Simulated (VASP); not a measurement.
# Cu (Fd-3m) in VASP: notebook, part 2 of 2

VASP 6.6.1.

### 3 Single point, LDA

This run uses another cell than the first one, of 16.79 Å³/atom, 0.985 times its volume.

File INCAR:

```
SYSTEM = Cu
  ALGO = Normal
  EDIFF = 1E-6
  ENCUT = 600
  GGA = CA
  GGA_COMPAT = .FALSE.
  ISIF = 2
  ISMEAR = 0
  LASPH = .TRUE.
  LCHARG = .FALSE.
  LREAL = .FALSE.
  LWAVE = .FALSE.
  NBANDS = 18
  NELM = 120
  PREC = Accurate
  SIGMA = 0.1
```

File KPOINTS:

```
k-points
0
G
  9 9 9
  0 0 0
```

File POSCAR:

```
Cu
1.0
    0.0000000000      2.5607937056      2.5607937056
    2.5607937056      0.0000000000      2.5607937056
    2.5607937056      2.5607937056      0.0000000000
Cu
2
Direct
    0.0000000000      0.0000000000      0.0000000000
    0.2500000000      0.2500000000      0.2500000000
```

Potentials or basis: VASP PAW LDA potentials, release 64 (Cu).

On the command line:

```sh
$ cat potpaw_LDA.64/Cu/POTCAR > POTCAR
$ mpirun -np 1 vasp_std > vasp.out
```

OUTCAR:

```text
SYSTEM = Cu
   EDIFF = 1E-6
   ENCUT = 600
   GGA = CA
   ISIF = 2
   ISMEAR = 0
   LASPH = .TRUE.
   LREAL = .FALSE.
   NELM = 120
   PREC = Accurate

 ion  position               nearest neighbor table
   1  0.000  0.000  0.000-   2 2.22   2 2.22   2 2.22   2 2.22
   2  0.250  0.250  0.250-   1 2.22   1 2.22   1 2.22   1 2.22

  LATTYP: Found a face centered cubic cell.
 ALAT       =     5.1215874112

  Lattice vectors:

 A1 = (   0.0000000000,   2.5607937056,   2.5607937056)
 A2 = (   2.5607937056,   0.0000000000,   2.5607937056)
 A3 = (   2.5607937056,   2.5607937056,   0.0000000000)

Analysis of symmetry for initial positions (statically):
=====================================================================
 Subroutine PRICEL returns:
 Original cell was already a primitive cell.

 Routine SETGRP: Setting up the symmetry group for a
 face centered cubic supercell.

 Subroutine GETGRP returns: Found 48 space group operations
 (whereof 24 operations were pure point group operations)
 out of a pool of 48 trial point group operations.

The static configuration has the point symmetry T_d .
 The point group associated with its full space group is O_h .

Analysis of symmetry for dynamics (positions and initial velocities):
=====================================================================
 Subroutine PRICEL returns:
 Original cell was already a primitive cell.

 Routine SETGRP: Setting up the symmetry group for a
 face centered cubic supercell.

 Subroutine GETGRP returns: Found 48 space group operations
 (whereof 24 operations were pure point group operations)
 out of a pool of 48 trial point group operations.

The dynamic configuration has the point symmetry T_d .
 The point group associated with its full space group is O_h .

 Subroutine INISYM returns: Found 48 space group operations
 (whereof 24 operations are pure point group operations),
 and found     1 'primitive' translations

----------------------------------------------------------------------------------------

                                     Primitive cell

  volume of cell :      33.5857

  direct lattice vectors                    reciprocal lattice vectors
     0.000000000  2.560793706  2.560793706    -0.195251964  0.195251964  0.195251964
     2.560793706  0.000000000  2.560793706     0.195251964 -0.195251964  0.195251964
     2.560793706  2.560793706  0.000000000     0.195251964  0.195251964 -0.195251964

  length of vectors
     3.621509189  3.621509189  3.621509189     0.338186322  0.338186322  0.338186322

  position of ions in fractional coordinates (direct lattice)
     0.000000000  0.000000000  0.000000000
     0.250000000  0.250000000  0.250000000

  ion indices of the primitive-cell ions
   primitive index   ion index
                 1           1
                 2           2

----------------------------------------------------------------------------------------

 KPOINTS: k-points

Automatic generation of k-mesh.
 Grid dimensions read from file:
 generate k-points for:    9    9    9

 Generating k-lattice:

  Cartesian coordinates                     Fractional coordinates (reciprocal lattice)
    -0.021694663  0.021694663  0.021694663     0.111111111  0.000000000  0.000000000
     0.021694663 -0.021694663  0.021694663     0.000000000  0.111111111  0.000000000
     0.021694663  0.021694663 -0.021694663     0.000000000  0.000000000  0.111111111

  Length of vectors
     0.037576258  0.037576258  0.037576258

  Shift w.r.t. Gamma in fractional coordinates (k-lattice)
     0.000000000  0.000000000  0.000000000

 Subroutine IBZKPT returns following result:
 ===========================================

 Found     35 irreducible k-points:

 Following reciprocal coordinates:
            Coordinates               Weight
  0.000000  0.000000  0.000000      1.000000
  0.111111  0.000000  0.000000      8.000000
  0.222222  0.000000  0.000000      8.000000
  0.333333  0.000000  0.000000      8.000000
  0.444444  0.000000  0.000000      8.000000
  0.111111  0.111111  0.000000      6.000000
[... 16 lines left out ...]
 -0.333333  0.333333  0.000000     12.000000
  0.444444  0.444444  0.000000      6.000000
 [... further k-points ...]
   k-points           NKPTS =     35   k-points in BZ     NKDIM =     35   number of bands    NBANDS=     18
   number of dos      NEDOS =    301   number of ions     NIONS =      2
   total plane-waves  NPLWV =  27000
   dimension x,y,z NGX =    30 NGY =   30 NGZ =   30
   dimension x,y,z NGXF=    60 NGYF=   60 NGZF=   60
   ions per type =               2
   NGX,Y,Z   is equivalent  to a cutoff of  13.77, 13.77, 13.77 a.u.
   NGXF,Y,Z  is equivalent  to a cutoff of  27.54, 27.54, 27.54 a.u.
 SYSTEM =  Cu
   PREC   = accura    normal or accurate (medium, high low for compatibility)
   ISTART =      0    job   : 0-new  1-cont  2-samecut
   ICHARG =      2    charge: 1-file 2-atom 10-const
   ISPIN  =      1    spin polarized calculation?
   LNONCOLLINEAR =      F non collinear calculations
   LSORBIT =      F    spin-orbit coupling
   LASPH  =      T    aspherical Exc in radial PAW
   ENCUT  =  600.0 eV  44.10 Ry    6.64 a.u.   7.23  7.23  7.23*2*pi/ulx,y,z
   NELM   =    120;   NELMIN=  2; NELMDL= -5     # of ELM steps
   EDIFF  = 0.1E-05   stopping-criterion for ELM
   LREAL  =      F    real-space projection
   EDIFFG = 0.1E-04   stopping-criterion for IOM
   NSW    =      0    number of steps for IOM
   IBRION =     -1    ionic relax: 0-MD 1-quasi-New 2-CG
   NFREE  =      0    steps in history (QN), initial steepest desc. (CG)
   ISIF   =      2    stress and relaxation
   ISYM   =      2    0-nonsym 1-usesym 2-fastsym
   POTIM  = 0.5000    time-step for ionic-motion
   TEBEG  =    0.0;   TEEND  =   0.0 temperature during run
   PSTRESS=    0.0 pullay stress
   NELECT =      22.0000    total number of electrons
   NUPDOWN=      -1.0000    fix difference up-down
   EMIN   =  10.00;   EMAX   =-10.00  energy-range for DOS
   EFERMI =   0.00;   METHOD = LEGACY
   ISMEAR =     0;   SIGMA  =   0.10  broadening in eV -4-tet -1-fermi 0-gaus
   EFERMI_NEDOS =   21; number of points for ismear=-14 and -15
   IALGO  =     38    algorithm
   IMIX   =      4    mixing-type and parameters
     AMIX     =   0.40;   BMIX     =  1.00
     AMIX_MAG =   1.60;   BMIX_MAG =  1.00
  volume/ion in A,a.u.               =      16.79       113.32
  Fermi-wavevector in a.u.,A,eV,Ry     =   1.421776  2.686767 27.503450  2.021447
  Thomas-Fermi vector in A             =   2.542550
   LORBIT       =      0    0 simple, 1 ext, 2 COOP (PROOUT), +10 PAW based schemes
   GGA     = CA    functional components
   LHFCALC =     F    Hartree Fock is set to
   AEXX    =    0.0000 exact exchange contribution
   IVDW    =     0    specifies the selected vdW correction
   LEPSILON=     F    determine dielectric tensor
   LRPA    =     F    only Hartree local field effects (RPA)
 non-spin polarized calculation
 Gauss-broadening in eV      SIGMA  =   0.10
  energy-cutoff  :      600.00
  volume of cell :       33.59
 maximum number of plane-waves:      1139
 NGX is ok and might be reduce to    30
   NGX = 15   NGY = 15   NGZ = 15

 number of electron      22.0000020 magnetization

 Free energy of the ion-electron system (eV)
  ---------------------------------------------------
  ext. energy  EPLUGINS =         0.00000000
  ---------------------------------------------------
  free energy    TOTEN  =        -6.97103030 eV

  energy without entropy =       -6.96874306  energy(sigma->0) =       -6.96988668

 E-fermi :   3.5281     XC(G=0): -10.8905

 val. band max:        3.5243041152   @ k =  -0.3333   0.4444   0.2222
 cond. band min:       3.6639725209   @ k =   0.4444   0.0000   0.0000
 fundamental gap:      0.1396684057
 Fermi energy:         3.5281271870

 k-point     1 :       0.0000    0.0000    0.0000
  band No.  band energies     occupation
      1      -3.3986      2.00000
      2       0.1468      2.00000
      3       0.1468      2.00000
      4       0.1468      2.00000
      5       0.1584      2.00000
      6       0.1584      2.00000
[... 10 lines left out ...]
     17      15.0381      0.00000
     18      17.5530      0.00000
[... 463 lines left out ...]
 k-point    24 :       0.4444    0.4444    0.0000
  band No.  band energies     occupation
      1      -0.2694      2.00000
      2      -0.0452      2.00000
      3       0.1945      2.00000
      4       0.1945      2.00000
      5       0.2967      2.00000
      6       0.8189      2.00000
[... 10 lines left out ...]
     17      24.8363      0.00000
     18      24.8364      0.00000

 [... further k-points ...]

------------------------ aborting loop because EDIFF is reached ----------------------------------------

  FORCE on cell =-STRESS in cart. coord.  units (eV):
  Direction    XX          YY          ZZ          XY          YZ          ZX
  --------------------------------------------------------------------------------------
  -------------------------------------------------------------------------------------
  Total        0.3272576      0.3272576      0.3272576      0.0000000      0.0000000      0.0000000
  in kB       15.6115697     15.6115697     15.6115697      0.0000000      0.0000000      0.0000000
  external PRESSURE =      15.6115697 kB  Pullay stress =       0.0000000 kB

 VOLUME and BASIS-vectors are now :
 -----------------------------------------------------------------------------
  energy-cutoff  :      600.00
  volume of cell :       33.59
      direct lattice vectors                 reciprocal lattice vectors
     0.000000000  2.560793706  2.560793706    -0.195251964  0.195251964  0.195251964
     2.560793706  0.000000000  2.560793706     0.195251964 -0.195251964  0.195251964
     2.560793706  2.560793706  0.000000000     0.195251964  0.195251964 -0.195251964

 POSITION                                       TOTAL-FORCE (eV/Angst)
 -----------------------------------------------------------------------------------
      0.00000      0.00000      0.00000         0.000000      0.000000      0.000000
      1.28040      1.28040      1.28040        -0.000000     -0.000000     -0.000000
 -----------------------------------------------------------------------------------
    total drift:                                0.000000      0.000000      0.000000

  FREE ENERGIE OF THE ION-ELECTRON SYSTEM (eV)
  ---------------------------------------------------
  free  energy   TOTEN  =        -6.9710302977 eV

  energy  without entropy=       -6.9687430567  energy(sigma->0) =       -6.96988668
```

OSZICAR:

```text
N       E                     dE             d eps       ncg     rms          rms(c)
DAV:   1     0.141973947639E+03    0.14197E+03   -0.11435E+04  1292   0.221E+03
DAV:   2    -0.124269220283E+01   -0.14322E+03   -0.13570E+03  1260   0.291E+02
DAV:   3    -0.828852697897E+01   -0.70458E+01   -0.67488E+01  1452   0.963E+01
DAV:   4    -0.838704703921E+01   -0.98520E-01   -0.98443E-01  1504   0.118E+01
DAV:   5    -0.838904951595E+01   -0.20025E-02   -0.20024E-02  1640   0.145E+00    0.104E+01
DAV:   6    -0.799615849758E+01    0.39289E+00   -0.14763E+01  1496   0.987E+01    0.652E+00
DAV:   7    -0.698605831697E+01    0.10101E+01   -0.35808E+00  1482   0.466E+01    0.507E-01
DAV:   8    -0.698045904877E+01    0.55993E-02   -0.85406E-02  1864   0.533E+00    0.811E-01
DAV:   9    -0.697113973330E+01    0.93193E-02   -0.31150E-02  1610   0.420E+00    0.102E-01
DAV:  10    -0.697104784154E+01    0.91892E-04   -0.86924E-04  1864   0.533E-01    0.384E-02
DAV:  11    -0.697103031569E+01    0.17526E-04   -0.73009E-05  1838   0.182E-01    0.435E-03
DAV:  12    -0.697103029773E+01    0.17955E-07   -0.21307E-06  1004   0.130E-02
   1 F= -.69710303E+01 E0= -.69698867E+01  d E =-.228724E-02
```

stdout:

```text
POSCAR found type information on POSCAR Cu
 POSCAR found :  1 types and       2 ions
 scaLAPACK will be used
 LDA part: xc-table for (Slater(with rela. corr.)+CA(PZ))
 , standard interpolation
 POSCAR, INCAR and KPOINTS ok, starting setup
 FFT: planning ... GRIDC
 FFT: planning ... GRID_SOFT
 FFT: planning ... GRID
 WAVECAR not read
 entering main loop
```

Run time: 14 s. Hardware: 1 thread of AMD EPYC 9R45 (Zen 5), shared host; peak memory 0.12 GiB.

Results:

| Property | Result |
| --- | --- |
| Free energy | -6.9710 eV |
| Pressure | 1.6 GPa |
| Band gap on the k mesh | zero (band 11 reaches 4.02 eV, above the bottom of band 12 at 3.31 eV) |

Levels at points of the mesh, in eV from the Fermi level:
| k point | band 7 | band 8 | band 9 | band 10 | band 11 | band 12 | band 13 | band 14 | band 15 | band 16 |
| --- | --- | --- | --- | --- | --- | --- | --- | --- | --- | --- |
| (0.00, 0.00, 0.00) | -2.08 | -2.08 | -2.08 | -1.27 | -1.27 | 10.72 | 10.72 | 10.72 | 11.51 | 11.51 |
